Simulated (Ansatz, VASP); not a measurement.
BaTiO3 in VASP and in Ansatz

File POSCAR:

```
BaTiO3
1.0
    2.8400536833      1.6397057586      2.3314328269
   -2.8400536833      1.6397057586      2.3314328269
    0.0000000000     -3.2794115171      2.3314328269
Ba Ti O
1 1 3
Direct
    0.0313798233      0.0313798233      0.0313798233
    0.5162478494      0.5162478494      0.5162478494
    0.4897536543      0.4897536543      0.9801597377
    0.4897536543      0.9801597377      0.4897536543
    0.9801597377      0.4897536543      0.4897536543
```

The input INCAR.step1:

```
SYSTEM = BaTiO3
PREC = Accurate
ENCUT = 520
ISMEAR = 0
SIGMA = 0.05
LREAL = .False.
LASPH = .True.
NELM = 80
NBANDS = 28
GGA = PE
ALGO = Normal
EDIFF = 1E-4
LWAVE = .True.
LCHARG = .False.
```

File INCAR.step2:

```
SYSTEM = BaTiO3
PREC = Accurate
ENCUT = 520
EDIFF = 1E-6
ISMEAR = 0
SIGMA = 0.05
LREAL = .False.
LASPH = .True.
NELM = 80
ALGO = Normal
ISIF = 2
LWAVE = .False.
LCHARG = .True.
METAGGA = R2SCAN
LMIXTAU = .True.
LELF = .True.
LVHAR = .True.
NBANDS = 28
ISTART = 1
```

File KPOINTS:

```
Automatic mesh
0
Gamma
  6 6 6
  0 0 0
```

Input for Ansatz:

```yaml
crystal:
  lattice:
    - [2.8400536833, 1.6397057586, 2.3314328269]
    - [-2.8400536833, 1.6397057586, 2.3314328269]
    - [0.0, -3.2794115171, 2.3314328269]
  atoms:
    - { symbol: Ba, position: [0.0313798233, 0.0313798233, 0.0313798233] }
    - { symbol: Ti, position: [0.5162478494, 0.5162478494, 0.5162478494] }
    - { symbol: O, position: [0.4897536543, 0.4897536543, 0.9801597377] }
    - { symbol: O, position: [0.4897536543, 0.9801597377, 0.4897536543] }
    - { symbol: O, position: [0.9801597377, 0.4897536543, 0.4897536543] }
basis:
  ecutwfc: 500
kpoints:
  mp_grid: { grid: [6, 6, 6] }
hamiltonian:
  xc: r2scan
scf:
  occupations: { method: gaussian, width: 0.05 }
output:
  forces: true
  stress: true
  eigenvalues: true
```

Change from the starting cell: all Ba atoms moved -0.200 Å, as atom 1 towards its neighbour atom 2 (Ti) at 3.403 Å.

Alike in both runs: task single point; functional r2SCAN; k mesh 6 × 6 × 6; occupations gaussian, width 0.05 eV; no spin polarisation.

```csv
,VASP,Ansatz
version,VASP 6.6.1,Ansatz 0.2.0
potentials or method,"VASP PAW PBE potentials, release 64 (Ba_sv, Ti_sv, O), cutoff 520 eV","scalar-relativistic, plane waves, PAW"
valence electrons in the cell,40,40
```

```tsv
	VASP	Ansatz	Ansatz less VASP
gap on the k mesh at the Fermi level (eV)	2.86	2.86	+0.005
least direct gap on the mesh (eV)	3.37	3.34	-0.023
pressure (GPa)	3.7	1.6	-2.06
traceless stress, the component that is largest in VASP (GPa)	1.59	1.50	-0.091
rms of the force components (eV/Å)	0.462	0.420	-0.0421
```

VASP's potentials were made for PBE, not for r2SCAN. Atom by atom the forces differ by 0.081 eV/Å (rms over components). With one functional, cell and mesh, what is left measures potentials, basis and numerics.

Spin-orbit coupling is off throughout.
